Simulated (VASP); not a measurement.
# SbW8S15 (a cell with a defect) in VASP: single point with PBE

Aim: the single point of SbW8S15 (a cell with a defect) with PBE.

Everything below comes from runs of VASP 6.6.1. Logs are shortened: lines on timing, memory, paths and dates and some standing lists are left out, and cuts for length are marked.

### Step 1. The cell of the first run

The cell holds a defect, 24 atoms: a = 6.360 Å, b = 6.360 Å, c = 12.500 Å, α = 90.00°, β = 90.00°, γ = 120.00°.

### Step 2. Single point, PBE

Input file INCAR:

```
SYSTEM = SbW8S15
ALGO = Normal
EDIFF = 1E-6
ENCUT = 520
GGA = PE
ISIF = 2
ISMEAR = -1
LASPH = .TRUE.
LCHARG = .FALSE.
LREAL = Auto
LWAVE = .FALSE.
NBANDS = 122
NELECT = 208.0
NELM = 60
PREC = Accurate
SIGMA = 0.01
```

Input file KPOINTS:

```
k-points
0
G
  4 4 2
  0 0 0
```

Input file POSCAR:

```
SbW8S15
1.0
    6.3600000000      0.0000000000      0.0000000000
   -3.1800000000      5.5079215680      0.0000000000
    0.0000000000      0.0000000000     12.5000000000
W Sb S
8 1 15
Direct
    0.1666666667      0.3333333333      0.2468728013
    0.1668597367      0.8334298684      0.2459412771
    0.6665701316      0.3331402633      0.2459412771
    0.6665701316      0.8334298684      0.2459412771
    0.3351139239      0.1648860761      0.7574091241
    0.3351139239      0.6702278477      0.7574091241
    0.8297721523      0.1648860761      0.7574091241
    0.8333333333      0.6666666667      0.7560096215
    0.1666666667      0.3333333333      0.5967420542
    0.1677043587      0.8338521793      0.6310967984
    0.6661478207      0.3322956413      0.6310967984
    0.6661478207      0.8338521793      0.6310967984
    0.3330075149      0.1669924851      0.1205684072
    0.3330075149      0.6660150299      0.1205684072
    0.8339849701      0.1669924851      0.1205684072
    0.8333333333      0.6666666667      0.1206471845
    0.1666666667      0.3333333333      0.8788989422
    0.1632797438      0.8316398719      0.8825126167
    0.6683601281      0.3367202562      0.8825126167
    0.6683601281      0.8316398719      0.8825126167
    0.3339767711      0.1660232289      0.3720558938
    0.3339767711      0.6679535422      0.3720558938
    0.8320464578      0.1660232289      0.3720558938
    0.8333333333      0.6666666667      0.3720770446
```

Potentials or basis: VASP PAW PBE potentials, release 64 (W_sv, Sb, S).

Command:

```bash
cat potpaw_PBE.64/W_sv/POTCAR potpaw_PBE.64/Sb/POTCAR potpaw_PBE.64/S/POTCAR > POTCAR
mpirun -np 1 vasp_std > vasp.out
```

OUTCAR:

```text
SYSTEM = SbW8S15
   EDIFF = 1E-6
   ENCUT = 520
   GGA = PE
   ISIF = 2
   ISMEAR = -1
   LASPH = .TRUE.
   LREAL = Auto
   NELECT = 208.0
   NELM = 60
   PREC = Accurate

 ion  position               nearest neighbor table
   1  0.167  0.333  0.247-  21 2.42  22 2.42  23 2.42  13 2.42  14 2.42  15 2.42   2 3.18   3 3.18
                             4 3.18   4 3.18   2 3.18   3 3.18
   2  0.167  0.833  0.246-  16 2.41  13 2.41  14 2.41  21 2.42  22 2.42  24 2.42   3 3.18   4 3.18
                             1 3.18   1 3.18   3 3.18   4 3.18
   3  0.667  0.333  0.246-  16 2.41  15 2.41  13 2.41  21 2.42  23 2.42  24 2.42   2 3.18   4 3.18
                             1 3.18   1 3.18   4 3.18   2 3.18
   4  0.667  0.833  0.246-  16 2.41  15 2.41  14 2.41  23 2.42  22 2.42  24 2.42   3 3.18   2 3.18
                             1 3.18   1 3.18   3 3.18   2 3.18
   5  0.335  0.165  0.757-  17 2.40  18 2.41  19 2.41  10 2.41  11 2.41   9 2.73   6 3.15   7 3.15
                             8 3.18   8 3.18   6 3.21   7 3.21
   6  0.335  0.670  0.757-  17 2.40  20 2.41  18 2.41  12 2.41  10 2.41   9 2.73   5 3.15   7 3.15
                             8 3.18   8 3.18   5 3.21   7 3.21
   7  0.830  0.165  0.757-  17 2.40  20 2.41  19 2.41  12 2.41  11 2.41   9 2.73   6 3.15   5 3.15
                             8 3.18   8 3.18   6 3.21   5 3.21
   8  0.833  0.667  0.756-  20 2.41  19 2.41  18 2.41  12 2.41  11 2.41  10 2.41   7 3.18   6 3.18
                             5 3.18   5 3.18   7 3.18   6 3.18
   9  0.167  0.333  0.597-   6 2.73   5 2.73   7 2.73  12 3.21  10 3.21  10 3.21  12 3.21  11 3.21
                            11 3.21
  10  0.168  0.834  0.631-   5 2.41   6 2.41   8 2.41   9 3.21   9 3.21
  11  0.666  0.332  0.631-   5 2.41   7 2.41   8 2.41   9 3.21   9 3.21
  12  0.666  0.834  0.631-   7 2.41   6 2.41   8 2.41   9 3.21   9 3.21
  13  0.333  0.167  0.121-   2 2.41   3 2.41   1 2.42
  14  0.333  0.666  0.121-   2 2.41   4 2.41   1 2.42
  15  0.834  0.167  0.121-   4 2.41   3 2.41   1 2.42
  16  0.833  0.667  0.121-   3 2.41   2 2.41   4 2.41
  17  0.167  0.333  0.879-   6 2.40   5 2.40   7 2.40
  18  0.163  0.832  0.883-   8 2.41   5 2.41   6 2.41
  19  0.668  0.337  0.883-   8 2.41   5 2.41   7 2.41
  20  0.668  0.832  0.883-   8 2.41   7 2.41   6 2.41
  21  0.334  0.166  0.372-   2 2.42   3 2.42   1 2.42
  22  0.334  0.668  0.372-   4 2.42   2 2.42   1 2.42
  23  0.832  0.166  0.372-   4 2.42   3 2.42   1 2.42
  24  0.833  0.667  0.372-   3 2.42   2 2.42   4 2.42

  LATTYP: Found a hexagonal cell.
 ALAT       =     6.3600000000
 C/A-ratio  =     1.9654088050

  Lattice vectors:

 A1 = (   6.3600000000,   0.0000000000,   0.0000000000)
 A2 = (  -3.1800000000,   5.5079215680,   0.0000000000)
 A3 = (   0.0000000000,   0.0000000000,  12.5000000000)

Analysis of symmetry for initial positions (statically):
=====================================================================
[... 165 lines left out ...]
   NUPDOWN=      -1.0000    fix difference up-down
   EMIN   =  10.00;   EMAX   =-10.00  energy-range for DOS
   EFERMI =   0.00;   METHOD = LEGACY
   ISMEAR =    -1;   SIGMA  =   0.01  broadening in eV -4-tet -1-fermi 0-gaus
   EFERMI_NEDOS =   21; number of points for ismear=-14 and -15
   IALGO  =     38    algorithm
   IMIX   =      4    mixing-type and parameters
     AMIX     =   0.40;   BMIX     =  1.00
     AMIX_MAG =   1.60;   BMIX_MAG =  1.00
  volume/ion in A,a.u.               =      18.24       123.12
  Fermi-wavevector in a.u.,A,eV,Ry     =   1.277353  2.413847 22.199688  1.631631
  Thomas-Fermi vector in A             =   2.409958
   LORBIT       =      0    0 simple, 1 ext, 2 COOP (PROOUT), +10 PAW based schemes
   GGA     = PE    functional components
   LHFCALC =     F    Hartree Fock is set to
   AEXX    =    0.0000 exact exchange contribution
   IVDW    =     0    specifies the selected vdW correction
   LEPSILON=     F    determine dielectric tensor
   LRPA    =     F    only Hartree local field effects (RPA)
 non-spin polarized calculation
  energy-cutoff  :      520.00
  volume of cell :      437.88
 maximum number of plane-waves:     11806
 NGX is ok and might be reduce to    48
   NGX = 23   NGY = 23   NGZ = 47

 number of electron     207.9999996 magnetization

 Free energy of the ion-electron system (eV)
  ---------------------------------------------------
  ext. energy  EPLUGINS =         0.00000000
  ---------------------------------------------------
  free energy    TOTEN  =      -178.98094721 eV

  energy without entropy =     -178.98094721  energy(sigma->0) =     -178.98094721

 E-fermi :   7.9289     XC(G=0): -10.9335

 val. band max:        7.6395869992   @ k =   0.0000   0.0000   0.0000
 cond. band min:       8.3583324766   @ k =   0.2500   0.2500   0.0000
 fundamental gap:      0.7187454775
 Fermi energy:         7.9288854798

 k-point     1 :       0.0000    0.0000    0.0000
  band No.  band energies     occupation
      1     -67.6548      2.00000
      2     -67.6393      2.00000
      3     -67.6393      2.00000
      4     -67.6332      2.00000
      5     -66.6341      2.00000
      6     -66.3235      2.00000
[... 941 lines left out ...]
    115       9.6135      0.00000
    116       9.7280      0.00000
 [bands above 116 left out]

------------------------ aborting loop because EDIFF is reached ----------------------------------------

  FORCE on cell =-STRESS in cart. coord.  units (eV):
  Direction    XX          YY          ZZ          XY          YZ          ZX
  --------------------------------------------------------------------------------------
  -------------------------------------------------------------------------------------
  Total       19.3582988     19.3582988     20.7453741      0.0000000      0.0000000      0.0000000
  in kB       70.8309221     70.8309221     75.9061522      0.0000000      0.0000000      0.0000000
  external PRESSURE =      72.5226655 kB  Pullay stress =       0.0000000 kB

 VOLUME and BASIS-vectors are now :
 -----------------------------------------------------------------------------
  energy-cutoff  :      520.00
  volume of cell :      437.88
      direct lattice vectors                 reciprocal lattice vectors
     6.360000000  0.000000000  0.000000000     0.157232704  0.090778344  0.000000000
    -3.180000000  5.507921568  0.000000000     0.000000000  0.181556688  0.000000000
     0.000000000  0.000000000 12.500000000     0.000000000  0.000000000  0.080000000

 POSITION                                       TOTAL-FORCE (eV/Angst)
 -----------------------------------------------------------------------------------
      0.00000      1.83597      3.08591        -0.000000      0.000000     -0.006880
     -1.58908      4.59047      3.07427         0.001405      0.000811     -0.004010
      3.18000      1.83491      3.07427        -0.000000     -0.001622     -0.004010
      1.58908      4.59047      3.07427        -0.001405      0.000811     -0.004010
      1.60699      0.90818      9.46761         0.001792     -0.001034     -0.001384
      0.00000      3.69156      9.46761        -0.000000      0.002069     -0.001384
[... 16 lines left out ...]
      4.76386      0.91444      4.65070         0.004028      0.002325      0.007486
      3.18000      3.67195      4.65096        -0.000000      0.000000      0.006275
 -----------------------------------------------------------------------------------
    total drift:                                0.000003     -0.000002     -0.017611

  FREE ENERGIE OF THE ION-ELECTRON SYSTEM (eV)
  ---------------------------------------------------
  free  energy   TOTEN  =      -178.9809472143 eV

  energy  without entropy=     -178.9809472143  energy(sigma->0) =     -178.98094721
```

Wall time 14 min (1 thread of Intel Xeon Platinum 8259CL at 2.50GHz (Skylake/Cascade Lake), shared host); peak memory 0.65 GiB.

What came out:

- Free energy: -178.9809 eV
- Largest force: 0.036 eV/Å

Forces on the atoms (eV/Å):
```
W    0.000  0.000 -0.007
W    0.001  0.001 -0.004
W    0.000 -0.002 -0.004
W   -0.001  0.001 -0.004
W    0.002 -0.001 -0.001
W    0.000  0.002 -0.001
W   -0.002 -0.001 -0.001
W    0.000  0.000  0.004
Sb   0.000  0.000 -0.036
S    0.001  0.000 -0.005
S    0.000 -0.001 -0.005
S   -0.001  0.000 -0.005
S    0.000  0.000  0.002
S    0.000  0.000  0.002
S    0.000  0.000  0.002
S    0.000  0.000  0.002
S    0.000  0.000  0.009
S   -0.002 -0.001  0.009
S    0.000  0.002  0.009
S    0.002 -0.001  0.009
S   -0.004  0.002  0.007
S    0.000 -0.005  0.007
S    0.004  0.002  0.007
S    0.000  0.000  0.006
```

Caveat: the cell carries a net charge on a neutralising background, which shifts energy and pressure; the cell is charged against a uniform background, so pressure and absolute levels hang on convention; spin-orbit coupling is left out, which moves the levels of the heavy elements.
